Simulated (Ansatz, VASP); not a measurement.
**Two plane-wave programs on HfIn4SiO6**

The input INCAR:

```
SYSTEM = HfIn4SiO6
ALGO = Normal ; EDIFF = 1E-6
ENCUT = 520 ; GGA = PE
ISIF = 2 ; ISMEAR = -1
LASPH = .True. ; LCHARG = .False.
LREAL = .False. ; LWAVE = .False.
NBANDS = 63 ; NELM = 60
PREC = Accurate ; SIGMA = 0.05
```

KPOINTS

```
k-points
0
Gamma
  6 6 3
  0 0 0
```

Contents of POSCAR:

```
HfIn4SiO6
1.0
    5.2774300000      0.0000000000      0.0000000000
   -2.6387200000      4.5703900000      0.0000000000
    0.0000000000      0.0000000000     10.5590500000
Hf In Si O
1 4 1 6
Direct
    0.0000000000      0.0000000000      0.0000000000
    0.3333300000      0.6666700000      0.3044600000
    0.3333300000      0.6666700000      0.6955400000
    0.6666700000      0.3333300000      0.7891900000
    0.6666700000      0.3333300000      0.2108100000
    0.3333300000      0.6666700000      0.0000000000
    0.3063400000      0.3716200000      0.8997200000
    0.6283800000      0.6936600000      0.1002800000
    0.6283800000      0.9347100000      0.8997200000
    0.0652900000      0.3716200000      0.1002800000
    0.0652900000      0.6936600000      0.8997200000
    0.3063400000      0.9347100000      0.1002800000
```

input.yaml

```yaml
crystal:
  lattice:
    - [5.27743, 0.0, 0.0]
    - [-2.63872, 4.57039, 0.0]
    - [0.0, 0.0, 10.55905]
  atoms:
    - { symbol: Hf, position: [0.0, 0.0, 0.0] }
    - { symbol: In, position: [0.33333, 0.66667, 0.30446] }
    - { symbol: In, position: [0.33333, 0.66667, 0.69554] }
    - { symbol: In, position: [0.66667, 0.33333, 0.78919] }
    - { symbol: In, position: [0.66667, 0.33333, 0.21081] }
    - { symbol: Si, position: [0.33333, 0.66667, 0.0] }
    - { symbol: O, position: [0.30634, 0.37162, 0.89972] }
    - { symbol: O, position: [0.62838, 0.69366, 0.10028] }
    - { symbol: O, position: [0.62838, 0.93471, 0.89972] }
    - { symbol: O, position: [0.06529, 0.37162, 0.10028] }
    - { symbol: O, position: [0.06529, 0.69366, 0.89972] }
    - { symbol: O, position: [0.30634, 0.93471, 0.10028] }
hamiltonian:
  xc: pbe
  pseudopotentials: { kind: paw }
kpoints:
  mp_grid: { grid: [6, 6, 3] }
  band_path:
    path:
      - [[0.0, 0.0, 0.0], [0.5, 0.0, 0.0], [0.3333333333, 0.3333333333, 0.0], [0.0, 0.0, 0.0], [0.0, 0.0, 0.5], [0.5, 0.0, 0.5], [0.3333333333, 0.3333333333, 0.5], [0.0, 0.0, 0.5]]
      - [[0.5, 0.0, 0.5], [0.5, 0.0, 0.0]]
      - [[0.3333333333, 0.3333333333, 0.0], [0.3333333333, 0.3333333333, 0.5]]
    npoints: 10
scf:
  occupations: { method: fermi_dirac, width: 0.05 }
  n_extra_bands: 30
output:
  forces: true
  stress: true
  eigenvalues: true
  fatbands: false
```

Alike in both runs: functional PBE; k mesh 6 × 6 × 3; occupations fermi-dirac, width 0.05 eV; no spin polarisation.

```csv
,VASP,Ansatz
version,VASP 6.6.1,Ansatz 0.2.0
potentials or method,"VASP PAW PBE potentials, release 64 (Hf_pv, In_d, Si, O)",Ansatz PAW
plane-wave cutoff (eV),520,420
valence electrons in the cell,102,118
task,single point,band structure
```

```tsv
	VASP	Ansatz	Ansatz less VASP
gap on the k mesh at the Fermi level (eV)	none	none	-
pressure (GPa)	-0.4	0.0	+0.36
traceless stress, the component that is largest in VASP (GPa)	0.16	0.01	-0.144
rms of the force components (eV/Å)	0.061	0.001	-0.0599
```

Atom by atom the forces differ by 0.060 eV/Å (rms over components). A gap of «none» marks a metal or a gap that the smearing closes. VASP's potentials hold 102 valence electrons a cell and Ansatz's 118, so a difference there can come from the potentials and not from the codes.

Neither program's run includes spin-orbit coupling.
